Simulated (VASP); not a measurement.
A run of VASP 6.6.1 is set up as follows.

File INCAR:

```
ALGO     = Normal         # electronic algorithm
EDIFF    = 1E-6           # SCF threshold, eV
ENCUT    = 520            # plane-wave cutoff, eV
GGA      = PE             # functional
ISIF     = 2              # what is computed and relaxed
ISMEAR   = 0              # smearing method
LASPH    = True           # aspherical terms in the spheres
LCHARG   = False          # write CHGCAR
LREAL    = False          # projectors in reciprocal space
LWAVE    = False          # write WAVECAR
NBANDS   = 16             # bands
NELM     = 80             # most SCF steps
PREC     = Accurate       # precision mode
SIGMA    = 0.15           # smearing width, eV
```

KPOINTS

```
k-points
0
Gamma
  14 14 14
```

The input POSCAR:

```
InAs
1.0
    0.0000000000      3.0240000000      3.1449600000
    3.0240000000      0.0000000000      3.1449600000
    3.0240000000      3.0240000000      0.0000000000
In As
1 1
Direct
    0.0000000000      0.0000000000      0.0000000000
    0.7500000000      0.7500000000      0.7500000000
```

Potentials or basis: VASP PAW PBE potentials, release 64 (In_d, As).

Run with:

```bash
$ cat potpaw_PBE.64/In_d/POTCAR potpaw_PBE.64/As/POTCAR > POTCAR
$ mpirun -np 1 vasp_std > vasp.out
```

(1) Estimate the pressure.

(2) Predict the band gap on the k mesh.

Answers

(1) 1.5 GPa.

(2) zero (filled and empty bands touch).

Caveat: the cell differs from its parent crystal (strain +0.0400 x Voigt [0, 0, 1, 0, 0, 0]); spin-orbit coupling is left out, which moves the levels of the heavy elements.
